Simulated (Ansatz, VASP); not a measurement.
## Ti: VASP beside Ansatz

```xyz
2
Lattice="2.3083 0.0000 0.0000 -1.1541 1.9990 0.0000 0.0000 0.0000 4.4684" Properties=species:S:1:pos:R:3 pbc="T T T"
Ti    0.0000    1.3327    1.1171
Ti    1.1541    0.6663    3.3513
```

Change from the starting cell: volume scaled by 0.64, PAW files.

Alike in both runs: task single point; functional LDA; k mesh 15 × 15 × 8; occupations fermi-dirac, width 0.05 eV; no spin polarisation.

```csv
,VASP,Ansatz
version,VASP 6.6.1,Ansatz 0.2.0
potentials or method,"VASP PAW LDA potentials, release 64 (Ti_sv)","PAW with Ansatz's default frozen-core files, scalar-relativistic"
plane-wave cutoff (eV),520,420
valence electrons in the cell,24,24
```

|  | VASP | Ansatz | Ansatz less VASP |
| --- | --- | --- | --- |
| pressure (GPa) | 103.1 | 102.8 | -0.27 |
| traceless stress, the component that is largest in VASP (GPa) | -1.76 | 0.20 | +1.969 |

LDA's correlation is that of Perdew and Zunger in VASP and of Perdew and Wang (1992) in Ansatz. Both programs put the cell under a high pressure, so it lies far from rest at this level.

Noted on VASP's run: the cell as given lies far from equilibrium.
